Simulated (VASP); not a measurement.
# KF (P1) in VASP: relaxation of the atoms with PBE+D4

Aim: the relaxation of the atoms of KF with PBE+D4.

Everything below comes from runs of VASP 6.6.1. Logs are shortened: lines on timing, memory, paths and dates and some standing lists are left out, and cuts for length are marked.

## Step 1: The cell of the first run

The typed cell holds 2 atoms: a = 3.259 Å, b = 3.259 Å, c = 3.259 Å, α = 90.00°, β = 90.00°, γ = 90.00°.

## Step 2: Relaxation of the atoms, PBE+D4, collinear spin (atoms moved at random)

Input file INCAR:

```
ALGO     = Normal         # electronic algorithm
EDIFF    = 1E-7           # SCF threshold, eV
EDIFFG   = -0.01          # ionic threshold
ENCUT    = 520            # plane-wave cutoff, eV
GGA      = PE             # functional
IBRION   = 2              # ionic algorithm
ISIF     = 2              # what is computed and relaxed
ISMEAR   = 0              # smearing method
ISPIN    = 2              # spin polarisation
IVDW     = 13             # dispersion correction
KPAR     = 2            
LASPH    = True           # aspherical terms in the spheres
LCHARG   = False          # write CHGCAR
LORBIT   = 11             # projections on sites
LREAL    = False          # projectors in reciprocal space
LWAVE    = False          # write WAVECAR
MAGMOM   = 0.5 0          # initial moments
NELM     = 150            # most SCF steps
NSW      = 60             # ionic steps
PREC     = Accurate       # precision mode
SIGMA    = 0.02           # smearing width, eV
```

Input file KPOINTS:

```
k-points
0
Gamma
  6 6 6
```

Input file POSCAR:

```
KF
1.0
    3.2589550000      0.0000000000      0.0000000000
    0.0000000000      3.2589550000      0.0000000000
    0.0000000000      0.0000000000      3.2589550000
K F
1 1
Direct
    0.0025900000      0.0031870000      0.0036400000
    0.4981320000      0.5054250000      0.4965290000
```

Potentials or basis: VASP PAW PBE potentials, release 64 (K_sv, F).

On the command line:

```console
> cat potpaw_PBE.64/K_sv/POTCAR potpaw_PBE.64/F/POTCAR > POTCAR
> mpirun -np 2 vasp_std > vasp.out
```

OUTCAR:

```text
EDIFF = 1E-7
   EDIFFG = -0.01
   ENCUT = 520
   GGA = PE
   IBRION = 2
   ISIF = 2
   ISMEAR = 0
   ISPIN = 2
   IVDW = 13
   LASPH = True
   LORBIT = 11
   LREAL = False
   NELM = 150
   NSW = 60
   PREC = Accurate

 ion  position               nearest neighbor table
   1  0.003  0.003  0.004-   2 2.80   2 2.80   2 2.81   2 2.82   2 2.82   2 2.83   2 2.84   2 2.85

   2  0.498  0.505  0.497-   1 2.80   1 2.80   1 2.81   1 2.82   1 2.82   1 2.83   1 2.84   1 2.85

  LATTYP: Found a simple cubic cell.
 ALAT       =     3.2589550000

  Lattice vectors:

 A1 = (   3.2589550000,   0.0000000000,   0.0000000000)
 A2 = (   0.0000000000,   3.2589550000,   0.0000000000)
 A3 = (   0.0000000000,   0.0000000000,   3.2589550000)

Analysis of symmetry for initial positions (statically):
=====================================================================
 Subroutine PRICEL returns:
 Original cell was already a primitive cell.

 Routine SETGRP: Setting up the symmetry group for a
 simple cubic supercell.

 Subroutine GETGRP returns: Found  1 space group operations
 (whereof  1 operations were pure point group operations)
 out of a pool of 48 trial point group operations.

The static configuration has the point symmetry C_1 .

Analysis of symmetry for dynamics (positions and initial velocities):
=====================================================================
 Subroutine PRICEL returns:
 Original cell was already a primitive cell.

 Routine SETGRP: Setting up the symmetry group for a
 simple cubic supercell.

 Subroutine GETGRP returns: Found  1 space group operations
 (whereof  1 operations were pure point group operations)
 out of a pool of 48 trial point group operations.

The dynamic configuration has the point symmetry C_1 .

Analysis of structural, dynamic, and magnetic symmetry:
=====================================================================
 Subroutine PRICEL returns:
 Original cell was already a primitive cell.

 Routine SETGRP: Setting up the symmetry group for a
 simple cubic supercell.

 Subroutine GETGRP returns: Found  1 space group operations
 (whereof  1 operations were pure point group operations)
 out of a pool of 48 trial point group operations.

The overall configuration has the point symmetry C_1 .

 Subroutine INISYM returns: Found  1 space group operations
 (whereof  1 operations are pure point group operations),
 and found     1 'primitive' translations

----------------------------------------------------------------------------------------

                                     Primitive cell

  volume of cell :      34.6127

  direct lattice vectors                    reciprocal lattice vectors
     3.258955000  0.000000000  0.000000000     0.306846827  0.000000000  0.000000000
     0.000000000  3.258955000  0.000000000     0.000000000  0.306846827  0.000000000
     0.000000000  0.000000000  3.258955000     0.000000000  0.000000000  0.306846827

  length of vectors
     3.258955000  3.258955000  3.258955000     0.306846827  0.306846827  0.306846827

  position of ions in fractional coordinates (direct lattice)
     0.002590000  0.003187000  0.003640000
     0.498132000  0.505425000  0.496529000

  ion indices of the primitive-cell ions
   primitive index   ion index
                 1           1
                 2           2

----------------------------------------------------------------------------------------

 KPOINTS: k-points

Automatic generation of k-mesh.
 Grid dimensions read from file:
 generate k-points for:    6    6    6

 Generating k-lattice:

  Cartesian coordinates                     Fractional coordinates (reciprocal lattice)
     0.051141138  0.000000000  0.000000000     0.166666667  0.000000000  0.000000000
     0.000000000  0.051141138  0.000000000     0.000000000  0.166666667  0.000000000
     0.000000000  0.000000000  0.051141138     0.000000000  0.000000000  0.166666667

  Length of vectors
     0.051141138  0.051141138  0.051141138

  Shift w.r.t. Gamma in fractional coordinates (k-lattice)
     0.000000000  0.000000000  0.000000000

 Subroutine IBZKPT returns following result:
 ===========================================

 Found    112 irreducible k-points:

 Following reciprocal coordinates:
            Coordinates               Weight
  0.000000  0.000000  0.000000      1.000000
  0.166667  0.000000  0.000000      2.000000
  0.000000  0.166667  0.000000      2.000000
  0.000000  0.000000  0.166667      2.000000
  0.333333  0.000000  0.000000      2.000000
  0.000000  0.333333  0.000000      2.000000
[... 16 lines left out ...]
  0.000000 -0.333333  0.166667      2.000000
 -0.166667  0.000000  0.333333      2.000000
 [... further k-points ...]
   k-points           NKPTS =    112   k-points in BZ     NKDIM =    112   number of bands    NBANDS=     12
   number of dos      NEDOS =    301   number of ions     NIONS =      2
   total plane-waves  NPLWV =  13824
   dimension x,y,z NGX =    24 NGY =   24 NGZ =   24
   dimension x,y,z NGXF=    48 NGYF=   48 NGZF=   48
   ions per type =               1   1
   NGX,Y,Z   is equivalent  to a cutoff of  12.24, 12.24, 12.24 a.u.
   NGXF,Y,Z  is equivalent  to a cutoff of  24.49, 24.49, 24.49 a.u.
 SYSTEM =  unknown system
   PREC   = accura    normal or accurate (medium, high low for compatibility)
   ISTART =      0    job   : 0-new  1-cont  2-samecut
   ICHARG =      2    charge: 1-file 2-atom 10-const
   ISPIN  =      2    spin polarized calculation?
   LNONCOLLINEAR =      F non collinear calculations
   LSORBIT =      F    spin-orbit coupling
   LASPH  =      T    aspherical Exc in radial PAW
   ENCUT  =  520.0 eV  38.22 Ry    6.18 a.u.   6.06  6.06  6.06*2*pi/ulx,y,z
   NELM   =    150;   NELMIN=  2; NELMDL= -5     # of ELM steps
   EDIFF  = 0.1E-06   stopping-criterion for ELM
   LREAL  =      F    real-space projection
   EDIFFG = -.1E-01   stopping-criterion for IOM
   NSW    =     60    number of steps for IOM
   IBRION =      2    ionic relax: 0-MD 1-quasi-New 2-CG
   NFREE  =      1    steps in history (QN), initial steepest desc. (CG)
   ISIF   =      2    stress and relaxation
   ISYM   =      2    0-nonsym 1-usesym 2-fastsym
   POTIM  = 0.5000    time-step for ionic-motion
   TEBEG  =    0.0;   TEEND  =   0.0 temperature during run
   PSTRESS=    0.0 pullay stress
   NELECT =      16.0000    total number of electrons
   NUPDOWN=      -1.0000    fix difference up-down
   EMIN   =  10.00;   EMAX   =-10.00  energy-range for DOS
   EFERMI =   0.00;   METHOD = LEGACY
   ISMEAR =     0;   SIGMA  =   0.02  broadening in eV -4-tet -1-fermi 0-gaus
   EFERMI_NEDOS =   21; number of points for ismear=-14 and -15
   IALGO  =     38    algorithm
   IMIX   =      4    mixing-type and parameters
     AMIX     =   0.40;   BMIX     =  1.00
     AMIX_MAG =   1.60;   BMIX_MAG =  1.00
  volume/ion in A,a.u.               =      17.31       116.79
  Fermi-wavevector in a.u.,A,eV,Ry     =   1.265814  2.392041 21.800402  1.602284
  Thomas-Fermi vector in A             =   2.399047
   LORBIT       =     11    0 simple, 1 ext, 2 COOP (PROOUT), +10 PAW based schemes
   GGA     = PE    functional components
   LHFCALC =     F    Hartree Fock is set to
   AEXX    =    0.0000 exact exchange contribution
   IVDW    =    13    specifies the selected vdW correction
   LEPSILON=     F    determine dielectric tensor
   LRPA    =     F    only Hartree local field effects (RPA)
 conjugate gradient relaxation of ions
 spin polarized calculation
 Gauss-broadening in eV      SIGMA  =   0.02
  energy-cutoff  :      520.00
  volume of cell :       34.61
 maximum number of plane-waves:       952
   NGX = 13   NGY = 13   NGZ = 13

--------------------------------------- Ionic step        1  -------------------------------------------

 number of electron      15.9999998 magnetization       0.0000411

 number of electron      15.9999998 magnetization      -0.0000262

 Free energy of the ion-electron system (eV)
  ---------------------------------------------------
  ext. energy  EPLUGINS =         0.00000000
  ---------------------------------------------------
  free energy    TOTEN  =        -8.09323381 eV

  energy without entropy =       -8.09323381  energy(sigma->0) =       -8.09323381

------------------------ aborting loop because EDIFF is reached ----------------------------------------

  DFT-D4 for vdW energy calculation

  Edisp (eV):   -0.15636

  FORCE on cell =-STRESS in cart. coord.  units (eV):
  Direction    XX          YY          ZZ          XY          YZ          ZX
  --------------------------------------------------------------------------------------
  -------------------------------------------------------------------------------------
  Total      -0.14331    -0.14377    -0.14361    -0.00059    -0.00098     0.00185
  in kB      -6.63342    -6.65486    -6.64746    -0.02743    -0.04528     0.08541
  external pressure =       -6.65 kB  Pullay stress =        0.00 kB
[... 107 lines left out ...]
--------------------------------------- Ionic step        4  -------------------------------------------

 number of electron      15.9999996 magnetization       0.0000000

 number of electron      15.9999996 magnetization      -0.0000000

 Free energy of the ion-electron system (eV)
  ---------------------------------------------------
  ext. energy  EPLUGINS =         0.00000000
  ---------------------------------------------------
  free energy    TOTEN  =        -8.09352344 eV

  energy without entropy =       -8.09352344  energy(sigma->0) =       -8.09352344

 E-fermi :  -1.8706     XC(G=0):  -9.0242

 val. band max:       -2.0360980000   @ k =   0.5000   0.5000   0.0000
 cond. band min:       4.2204509593   @ k =   0.0000   0.0000   0.0000
 fundamental gap:      6.2565489593
 Fermi energy:        -1.8705888094

 spin component 1

 k-point     1 :       0.0000    0.0000    0.0000
  band No.  band energies     occupation
      1     -29.0572      1.00000
      2     -20.9357      1.00000
      3     -12.0888      1.00000
      4     -12.0888      1.00000
      5     -12.0888      1.00000
      6      -2.0885      1.00000
      7      -2.0884      1.00000
      8      -2.0884      1.00000
      9       4.2205      0.00000
     10       6.2535      0.00000
     11       6.2536      0.00000
     12      11.7798      0.00000
[... 331 lines left out ...]
 k-point    24 :      -0.1667    0.0000    0.3333
  band No.  band energies     occupation
      1     -28.9370      1.00000
      2     -20.9363      1.00000
      3     -12.6182      1.00000
      4     -12.2234      1.00000
      5     -11.9853      1.00000
      6      -2.8988      1.00000
      7      -2.3148      1.00000
      8      -2.1464      1.00000
      9       6.6231      0.00000
     10       7.3511      0.00000
     11       8.3280      0.00000
     12      10.2714      0.00000

 [... further k-points ...]

 spin component 2

 k-point     1 :       0.0000    0.0000    0.0000
  band No.  band energies     occupation
      1     -29.0572      1.00000
      2     -20.9357      1.00000
      3     -12.0888      1.00000
      4     -12.0888      1.00000
      5     -12.0888      1.00000
      6      -2.0885      1.00000
      7      -2.0884      1.00000
      8      -2.0884      1.00000
      9       4.2205      0.00000
     10       6.2535      0.00000
     11       6.2536      0.00000
     12      11.7798      0.00000
[... 378 lines left out ...]
  FREE ENERGIE OF THE ION-ELECTRON SYSTEM (eV)
  ---------------------------------------------------
  free  energy   TOTEN  =        -8.2498790501 eV

  energy  without entropy=       -8.2498790501  energy(sigma->0) =       -8.24987905

 reached required accuracy - stopping structural energy minimisation

 total charge

# of ion       s       p       d       tot
------------------------------------------
    1        1.957   5.588   0.029   7.574
    2        1.730   4.344   0.000   6.074
--------------------------------------------------
tot          3.687   9.932   0.029  13.648

 magnetization (x)

# of ion       s       p       d       tot
------------------------------------------
    1        0.000   0.000  -0.000   0.000
    2        0.000   0.000   0.000   0.000
--------------------------------------------------
tot          0.000   0.000  -0.000   0.000
```

Run time: 89 s. Hardware: 2 MPI ranks of Intel Xeon Platinum 8259CL at 2.50GHz (Skylake/Cascade Lake), shared host; peak memory 0.18 GiB.

Results:

* Free energy: -8.2499 eV
* Energy gained by relaxing: 0.1 meV/atom
* Ionic steps: 4
* Pressure after relaxing: -0.7 GPa
* Largest force after relaxing: 0.006 eV/Å
* Band gap on the k mesh: 6.26 eV (least direct gap 6.31 eV)
* Net moment: 0.00 μB per cell
* Valence electrons inside the program's atomic spheres: K 7.57; F 6.07
* Dispersion energy per atom: -0.078 eV

Forces on the atoms (eV/Å):
```
K   -0.003  0.001 -0.005
F    0.003 -0.001  0.005
```

The path:
```tsv
step	energy change (eV)	largest force (eV/Å)	pressure (GPa)
1	0.0000	0.0217	-0.66
2	0.0000	0.0199	-0.67
3	-0.0002	0.0152	-0.67
4	-0.0003	0.0056	-0.68
```

Final structure:
```
CELL_PARAMETERS angstrom
3.25895 0.00000 0.00000
0.00000 3.25895 0.00000
0.00000 0.00000 3.25895
ATOMIC_POSITIONS crystal
K 0.00093 0.00399 0.00101
F 0.49979 0.50462 0.49916
```

Levels at points of the mesh, in eV from the valence-band top:
Spin up:
| k point | band 6 | band 7 | band 8 | band 9 | band 10 | band 11 |
| --- | --- | --- | --- | --- | --- | --- |
| (0.00, 0.00, 0.00) | -0.05 | -0.05 | -0.05 | 6.26 | 8.29 | 8.29 |
| (0.50, 0.00, 0.00) | -1.22 | -0.16 | -0.16 | 9.28 | 9.35 | 10.87 |
| (0.00, 0.50, 0.00) | -1.22 | -0.16 | -0.16 | 9.28 | 9.35 | 10.86 |
| (0.00, 0.00, 0.50) | -1.22 | -0.16 | -0.16 | 9.28 | 9.35 | 10.87 |
| (0.50, 0.50, 0.00) | -0.62 | -0.62 | 0.00 | 8.46 | 8.97 | 11.86 |
| (0.00, 0.50, 0.50) | -0.62 | -0.62 | 0.00 | 8.46 | 8.97 | 11.86 |
| (0.50, 0.00, 0.50) | -0.62 | -0.62 | 0.00 | 8.46 | 8.97 | 11.86 |
| (0.50, 0.50, 0.50) | -1.03 | -1.03 | -1.03 | 10.43 | 10.43 | 10.43 |
Spin down:
| k point | band 6 | band 7 | band 8 | band 9 | band 10 | band 11 |
| --- | --- | --- | --- | --- | --- | --- |
| (0.00, 0.00, 0.00) | -0.05 | -0.05 | -0.05 | 6.26 | 8.29 | 8.29 |
| (0.50, 0.00, 0.00) | -1.22 | -0.16 | -0.16 | 9.28 | 9.35 | 10.87 |
| (0.00, 0.50, 0.00) | -1.22 | -0.16 | -0.16 | 9.28 | 9.35 | 10.86 |
| (0.00, 0.00, 0.50) | -1.22 | -0.16 | -0.16 | 9.28 | 9.35 | 10.87 |
| (0.50, 0.50, 0.00) | -0.62 | -0.62 | 0.00 | 8.46 | 8.97 | 11.86 |
| (0.00, 0.50, 0.50) | -0.62 | -0.62 | 0.00 | 8.46 | 8.97 | 11.86 |
| (0.50, 0.00, 0.50) | -0.62 | -0.62 | 0.00 | 8.46 | 8.97 | 11.86 |
| (0.50, 0.50, 0.50) | -1.03 | -1.03 | -1.03 | 10.43 | 10.43 | 10.43 |

Caveat: the cell differs from its parent crystal (atoms moved at random).
